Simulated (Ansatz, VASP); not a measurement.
**CuW2: VASP beside Ansatz**

```
Cu W
1.0
    -2.05213    3.22137    3.48783
     2.05213   -3.22137    3.48783
     2.05213    3.22137   -3.48783
Cu W
2 4
Direct
  0.29700 0.54700 0.75000
  0.70300 0.45300 0.25000
  0.10300 0.16300 0.94000
  0.72300 0.16300 0.56000
  0.27700 0.83700 0.44000
  0.89700 0.83700 0.06000
```

Alike in both runs: task relaxation of cell and atoms; functional PBE; k mesh 6 × 6 × 6; occupations gaussian, width 0.1 eV; no spin polarisation.

```csv
,VASP,Ansatz
version,VASP 6.6.1,Ansatz 0.2.0
potentials or method,"VASP PAW PBE potentials, release 64 (Cu, W_sv), cutoff 600 eV","scalar-relativistic, plane waves, PAW"
valence electrons in the cell,78,94
```

```tsv
	VASP	Ansatz	Ansatz less VASP
gap on the k mesh at the Fermi level, each at its own relaxed structure (eV)	none	none	-
relaxed volume (Å³/atom)	15.50	15.46	-0.048
relaxed cell length with the largest relative difference (Å)	5.224	5.217	-0.0063
```

A gap of «none» marks a metal or a gap that the smearing closes. VASP's potentials hold 78 valence electrons a cell and Ansatz's 94, so a difference there can come from the potentials and not from the codes.

Spin-orbit coupling is off throughout.
